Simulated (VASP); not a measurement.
# LiF (P6_3mc) in VASP: further runs, part 2 of 2

VASP 6.6.1. The steps go on from the part before.

### Step 5. Single point, PBE (c/a of the conventional cell at fixed volume 1.5431)

Contents of INCAR:

```
PREC = Accurate ; ENCUT = 520
EDIFF = 1E-6 ; ISMEAR = 0
SIGMA = 0.05 ; LREAL = False
LASPH = True ; NELM = 80
ALGO = Normal ; ISIF = 2
LWAVE = False ; LCHARG = False
GGA = PE ; NBANDS = 18
```

Contents of KPOINTS:

```
regular mesh
0
Gamma
  9 9 6
```

Contents of POSCAR:

```
LiF
1.0
    3.1427330808      0.0000000000      0.0000000000
   -1.5713665404      2.7216866853      0.0000000000
    0.0000000000      0.0000000000      4.8495514170
Li F
2 2
Direct
    0.3333333333      0.6666666667      0.4014716674
    0.6666666667      0.3333333333      0.9014716674
    0.3333333333      0.6666666667      0.9939266766
    0.6666666667      0.3333333333      0.4939266766
```

Potentials or basis: VASP PAW PBE potentials, release 64 (Li_sv, F).

Command:

```console
$ cat potpaw_PBE.64/Li_sv/POTCAR potpaw_PBE.64/F/POTCAR > POTCAR
$ mpirun -np 1 vasp_std > vasp.out
```

OUTCAR:

```text
PREC = Accurate
   ENCUT = 520
   EDIFF = 1E-6
   ISMEAR = 0
   LREAL = False
   LASPH = True
   NELM = 80
   ISIF = 2
   GGA = PE

 ion  position               nearest neighbor table
   1  0.333  0.667  0.401-   4 1.87   4 1.87   4 1.87   3 1.98
   2  0.667  0.333  0.901-   3 1.87   3 1.87   3 1.87   4 1.98
   3  0.333  0.667  0.994-   2 1.87   2 1.87   2 1.87   1 1.98
   4  0.667  0.333  0.494-   1 1.87   1 1.87   1 1.87   2 1.98

  LATTYP: Found a hexagonal cell.
 ALAT       =     3.1427330808
 C/A-ratio  =     1.5431000000

  Lattice vectors:

 A1 = (   3.1427330808,   0.0000000000,   0.0000000000)
 A2 = (  -1.5713665404,   2.7216866853,   0.0000000000)
 A3 = (   0.0000000000,   0.0000000000,   4.8495514170)

Analysis of symmetry for initial positions (statically):
=====================================================================
 Subroutine PRICEL returns:
 Original cell was already a primitive cell.

 Routine SETGRP: Setting up the symmetry group for a
 hexagonal supercell.

 Subroutine GETGRP returns: Found 12 space group operations
 (whereof  6 operations were pure point group operations)
 out of a pool of 24 trial point group operations.

The static configuration has the point symmetry C_3v.
 The point group associated with its full space group is C_6v.

Analysis of symmetry for dynamics (positions and initial velocities):
=====================================================================
 Subroutine PRICEL returns:
 Original cell was already a primitive cell.

 Routine SETGRP: Setting up the symmetry group for a
 hexagonal supercell.

 Subroutine GETGRP returns: Found 12 space group operations
 (whereof  6 operations were pure point group operations)
 out of a pool of 24 trial point group operations.

The dynamic configuration has the point symmetry C_3v.
 The point group associated with its full space group is C_6v.

 Subroutine INISYM returns: Found 12 space group operations
 (whereof  6 operations are pure point group operations),
 and found     1 'primitive' translations

----------------------------------------------------------------------------------------

                                     Primitive cell

  volume of cell :      41.4808

  direct lattice vectors                    reciprocal lattice vectors
     3.142733081  0.000000000  0.000000000     0.318194379  0.183709610  0.000000000
    -1.571366540  2.721686685  0.000000000     0.000000000  0.367419220  0.000000000
     0.000000000  0.000000000  4.849551417     0.000000000  0.000000000  0.206204639

  length of vectors
     3.142733081  3.142733081  4.849551417     0.367419220  0.367419220  0.206204639

  position of ions in fractional coordinates (direct lattice)
     0.333333333  0.666666667  0.401471667
     0.666666667  0.333333333  0.901471667
     0.333333333  0.666666667  0.993926677
     0.666666667  0.333333333  0.493926677

  ion indices of the primitive-cell ions
   primitive index   ion index
                 1           1
                 2           2
                 3           3
                 4           4

----------------------------------------------------------------------------------------

 KPOINTS: regular mesh
[... 24 lines left out ...]
            Coordinates               Weight
  0.000000  0.000000  0.000000      1.000000
  0.111111  0.000000  0.000000      6.000000
  0.222222  0.000000  0.000000      6.000000
  0.333333  0.000000  0.000000      6.000000
  0.444444  0.000000  0.000000      6.000000
  0.111111  0.111111  0.000000      6.000000
[... 16 lines left out ...]
  0.333333  0.222222  0.166667     24.000000
  0.333333  0.333333  0.166667      4.000000
 [... further k-points ...]
   k-points           NKPTS =     48   k-points in BZ     NKDIM =     48   number of bands    NBANDS=     18
   number of dos      NEDOS =    301   number of ions     NIONS =      4
   total plane-waves  NPLWV =  20736
   dimension x,y,z NGX =    24 NGY =   24 NGZ =   36
   dimension x,y,z NGXF=    48 NGYF=   48 NGZF=   72
   ions per type =               2   2
   NGX,Y,Z   is equivalent  to a cutoff of  12.70, 12.70, 12.34 a.u.
   NGXF,Y,Z  is equivalent  to a cutoff of  25.39, 25.39, 24.68 a.u.
 SYSTEM =  unknown system
   PREC   = accura    normal or accurate (medium, high low for compatibility)
   ISTART =      0    job   : 0-new  1-cont  2-samecut
   ICHARG =      2    charge: 1-file 2-atom 10-const
   ISPIN  =      1    spin polarized calculation?
   LNONCOLLINEAR =      F non collinear calculations
   LSORBIT =      F    spin-orbit coupling
   LASPH  =      T    aspherical Exc in radial PAW
   ENCUT  =  520.0 eV  38.22 Ry    6.18 a.u.   5.84  5.84  9.02*2*pi/ulx,y,z
   NELM   =     80;   NELMIN=  2; NELMDL= -5     # of ELM steps
   EDIFF  = 0.1E-05   stopping-criterion for ELM
   LREAL  =      F    real-space projection
   EDIFFG = 0.1E-04   stopping-criterion for IOM
   NSW    =      0    number of steps for IOM
   IBRION =     -1    ionic relax: 0-MD 1-quasi-New 2-CG
   NFREE  =      0    steps in history (QN), initial steepest desc. (CG)
   ISIF   =      2    stress and relaxation
   ISYM   =      2    0-nonsym 1-usesym 2-fastsym
   POTIM  = 0.5000    time-step for ionic-motion
   TEBEG  =    0.0;   TEEND  =   0.0 temperature during run
   PSTRESS=    0.0 pullay stress
   NELECT =      20.0000    total number of electrons
   NUPDOWN=      -1.0000    fix difference up-down
   EMIN   =  10.00;   EMAX   =-10.00  energy-range for DOS
   EFERMI =   0.00;   METHOD = LEGACY
   ISMEAR =     0;   SIGMA  =   0.05  broadening in eV -4-tet -1-fermi 0-gaus
   EFERMI_NEDOS =   21; number of points for ismear=-14 and -15
   IALGO  =     38    algorithm
   IMIX   =      4    mixing-type and parameters
     AMIX     =   0.40;   BMIX     =  1.00
     AMIX_MAG =   1.60;   BMIX_MAG =  1.00
  volume/ion in A,a.u.               =      10.37        69.98
  Fermi-wavevector in a.u.,A,eV,Ry     =   1.283716  2.425872 22.421420  1.647928
  Thomas-Fermi vector in A             =   2.415953
   LORBIT       =      0    0 simple, 1 ext, 2 COOP (PROOUT), +10 PAW based schemes
   GGA     = PE    functional components
   LHFCALC =     F    Hartree Fock is set to
   AEXX    =    0.0000 exact exchange contribution
   IVDW    =     0    specifies the selected vdW correction
   LEPSILON=     F    determine dielectric tensor
   LRPA    =     F    only Hartree local field effects (RPA)
 non-spin polarized calculation
 Gauss-broadening in eV      SIGMA  =   0.05
  energy-cutoff  :      520.00
  volume of cell :       41.48
 maximum number of plane-waves:      1126
 NGX is ok and might be reduce to    24

 number of electron      20.0000002 magnetization

 Free energy of the ion-electron system (eV)
  ---------------------------------------------------
  ext. energy  EPLUGINS =         0.00000000
  ---------------------------------------------------
  free energy    TOTEN  =       -19.28510586 eV

  energy without entropy =      -19.28510586  energy(sigma->0) =      -19.28510586

 E-fermi :  -2.2575     XC(G=0):  -8.6448

 val. band max:       -2.5534382310   @ k =   0.0000   0.0000   0.0000
 cond. band min:       4.9203768892   @ k =   0.0000   0.0000   0.0000
 fundamental gap:      7.4738151203
 Fermi energy:        -2.2575472393

 k-point     1 :       0.0000    0.0000    0.0000
  band No.  band energies     occupation
      1     -43.2349      2.00000
      2     -43.2023      2.00000
      3     -22.0285      2.00000
      4     -21.7672      2.00000
      5      -4.7393      2.00000
      6      -3.1614      2.00000
[... 481 lines left out ...]
      5      -4.5664      2.00000
      6      -3.7579      2.00000
[... 10 lines left out ...]
     17      15.4618      0.00000
     18      17.9606      0.00000

 [... further k-points ...]

------------------------ aborting loop because EDIFF is reached ----------------------------------------

  FORCE on cell =-STRESS in cart. coord.  units (eV):
  Direction    XX          YY          ZZ          XY          YZ          ZX
  --------------------------------------------------------------------------------------
  -------------------------------------------------------------------------------------
  Total        0.1107058      0.1107058     -0.4237996      0.0000000      0.0000000      0.0000000
  in kB        4.2759619      4.2759619    -16.3690690      0.0000000      0.0000000      0.0000000
  external PRESSURE =      -2.6057151 kB  Pullay stress =       0.0000000 kB

 VOLUME and BASIS-vectors are now :
 -----------------------------------------------------------------------------
  energy-cutoff  :      520.00
  volume of cell :       41.48
      direct lattice vectors                 reciprocal lattice vectors
     3.142733081  0.000000000  0.000000000     0.318194379  0.183709610  0.000000000
    -1.571366540  2.721686685  0.000000000     0.000000000  0.367419220  0.000000000
     0.000000000  0.000000000  4.849551417     0.000000000  0.000000000  0.206204639

 POSITION                                       TOTAL-FORCE (eV/Angst)
 -----------------------------------------------------------------------------------
     -0.00000      1.81446      1.94696        -0.000000     -0.000000     -0.163388
      1.57137      0.90723      4.37173         0.000000      0.000000     -0.163388
     -0.00000      1.81446      4.82010        -0.000000      0.000000      0.163388
      1.57137      0.90723      2.39532         0.000000      0.000000      0.163388
 -----------------------------------------------------------------------------------
    total drift:                                0.000001      0.000001      0.000350

  FREE ENERGIE OF THE ION-ELECTRON SYSTEM (eV)
  ---------------------------------------------------
  free  energy   TOTEN  =       -19.2851058599 eV

  energy  without entropy=      -19.2851058599  energy(sigma->0) =      -19.28510586
```

OSZICAR:

```text
N       E                     dE             d eps       ncg     rms          rms(c)
DAV:   1     0.124531860392E+03    0.12453E+03   -0.10726E+04  1736   0.120E+03
DAV:   2    -0.988921191124E+01   -0.13442E+03   -0.13144E+03  1960   0.300E+02
DAV:   3    -0.206253110367E+02   -0.10736E+02   -0.10679E+02  3268   0.636E+01
DAV:   4    -0.207084978052E+02   -0.83187E-01   -0.83056E-01  2112   0.733E+00
DAV:   5    -0.207097479566E+02   -0.12502E-02   -0.12498E-02  2284   0.683E-01    0.735E+00
DAV:   6    -0.192210916589E+02    0.14887E+01   -0.41440E+00  1816   0.152E+01    0.231E+00
DAV:   7    -0.192464068673E+02   -0.25315E-01   -0.11378E-01  1938   0.235E+00    0.150E+00
DAV:   8    -0.192849531024E+02   -0.38546E-01   -0.61043E-02  1932   0.238E+00    0.363E-01
DAV:   9    -0.192839625354E+02    0.99057E-03   -0.59341E-03  2360   0.665E-01    0.101E-01
DAV:  10    -0.192851217306E+02   -0.11592E-02   -0.16376E-03  1854   0.269E-01    0.536E-02
DAV:  11    -0.192851032220E+02    0.18509E-04   -0.65299E-05  2330   0.723E-02    0.110E-02
DAV:  12    -0.192851055811E+02   -0.23590E-05   -0.84423E-06  1876   0.221E-02    0.183E-03
DAV:  13    -0.192851058599E+02   -0.27888E-06   -0.27104E-07  1810   0.425E-03
   1 F= -.19285106E+02 E0= -.19285106E+02  d E =-.358862E-19
```

stdout:

```text
POSCAR found type information on POSCAR LiF
 POSCAR found :  2 types and       4 ions
 scaLAPACK will be used
 LDA part: xc-table for (Slater+PW92), standard interpolation
 POSCAR, INCAR and KPOINTS ok, starting setup
 FFT: planning ... GRIDC
 FFT: planning ... GRID_SOFT
 FFT: planning ... GRID
 WAVECAR not read
 entering main loop
```

Wall time 21 s (1 thread of Intel Xeon Platinum 8488C (Sapphire Rapids), shared host); peak memory 0.16 GiB.

What came out:

```
Free energy            : -19.2851 eV
Largest force          : 0.163 eV/Å
Band gap on the k mesh : 7.47 eV, direct
```

Forces in eV/Å, atoms in the order of the input:
```
Li   0.000  0.000 -0.163
Li   0.000  0.000 -0.163
F    0.000  0.000  0.163
F    0.000  0.000  0.163
```

Caveat: the cutoff is under 1.25 times the usual one of these potentials, so pressure, stress and relaxed cells hold a basis-set (Pulay) error.

### Step 6. Single point, PBE (c/a of the conventional cell at fixed volume 1.4427)

Contents of INCAR:

```
SYSTEM = LiF
  PREC = Accurate
  ENCUT = 520
  EDIFF = 1E-7
  ISMEAR = 0
  SIGMA = 0.05
  LREAL = .FALSE.
  LASPH = .TRUE.
  NELM = 80
  ALGO = Normal
  ISIF = 2
  LWAVE = .FALSE.
  LCHARG = .FALSE.
  GGA = PE
  NBANDS = 18
```

Contents of KPOINTS:

```
regular mesh
0
G
  9 9 6
  0 0 0
```

Contents of POSCAR:

```
LiF
1.0
    3.2140071864      0.0000000000      0.0000000000
   -1.6070035932      2.7834118714      0.0000000000
    0.0000000000      0.0000000000      4.6368481678
Li F
2 2
Direct
    0.3333333333      0.6666666667      0.4014716674
    0.6666666667      0.3333333333      0.9014716674
    0.3333333333      0.6666666667      0.9939266766
    0.6666666667      0.3333333333      0.4939266766
```

Potentials or basis: VASP PAW PBE potentials, release 64 (Li_sv, F).

Command:

```console
$ cat potpaw_PBE.64/Li_sv/POTCAR potpaw_PBE.64/F/POTCAR > POTCAR
$ mpirun -np 1 vasp_std > vasp.out
```

Run time: 20 s. Hardware: 1 thread of Intel Xeon Platinum 8488C (Sapphire Rapids), shared host; peak memory 0.16 GiB.

It converged, with:

- Free energy: -19.2830 eV
- Largest force: 0.034 eV/Å
- Band gap on the k mesh: 7.42 eV, direct

Forces on the atoms (eV/Å):
```
Li   0.000  0.000  0.034
Li   0.000  0.000  0.034
F    0.000  0.000 -0.034
F    0.000  0.000 -0.034
```

Levels at points of the mesh, in eV from the valence-band top:
| k point | band 6 | band 7 | band 8 | band 9 | band 10 | band 11 | band 12 | band 13 | band 14 | band 15 |
| --- | --- | --- | --- | --- | --- | --- | --- | --- | --- | --- |
| (0.00, 0.00, 0.00) | -0.74 | -0.74 | -0.34 | -0.34 | 0.00 | 7.42 | 12.17 | 15.13 | 17.40 | 17.40 |
| (0.00, 0.00, 0.50) | -1.16 | -0.54 | -0.54 | -0.54 | -0.54 | 9.26 | 9.26 | 17.63 | 17.63 | 17.63 |

Caveat: the cutoff is under 1.25 times the usual one of these potentials, so pressure, stress and relaxed cells hold a basis-set (Pulay) error.

### Step 7. Summary

| cell | gap on the mesh (eV) | largest force (eV/Å) |
| --- | --- | --- |
| a = 3.109, b = 3.109, c = 4.954 Å, angles 90.0, 90.0, 120.0°, 4 atoms | 7.60 | 0.05 |
| a = 3.214, b = 3.214, c = 4.637 Å, angles 90.0, 90.0, 120.0°, 4 atoms | 7.42 | 0.03 |
| a = 3.143, b = 3.143, c = 4.850 Å, angles 90.0, 90.0, 120.0°, 4 atoms | 7.47 | 0.16 |

Some of these runs hold the atoms at other places in the same cell, which the table doesn't show; runs alike in all that it shows share one row.

Alike in all rows: task single point; level PBE; potentials or basis VASP PAW PBE potentials, release 64 (Li_sv, F); no spin polarisation; k mesh 9 × 9 × 6; cutoff (eV) 520; smearing gaussian 0.05 eV.

Caveats: the cutoff is under 1.25 times the usual one of these potentials, so pressure, stress and relaxed cells hold a basis-set (Pulay) error.

Total energies depend on the potentials used, so only differences within one code and one set of settings carry meaning.
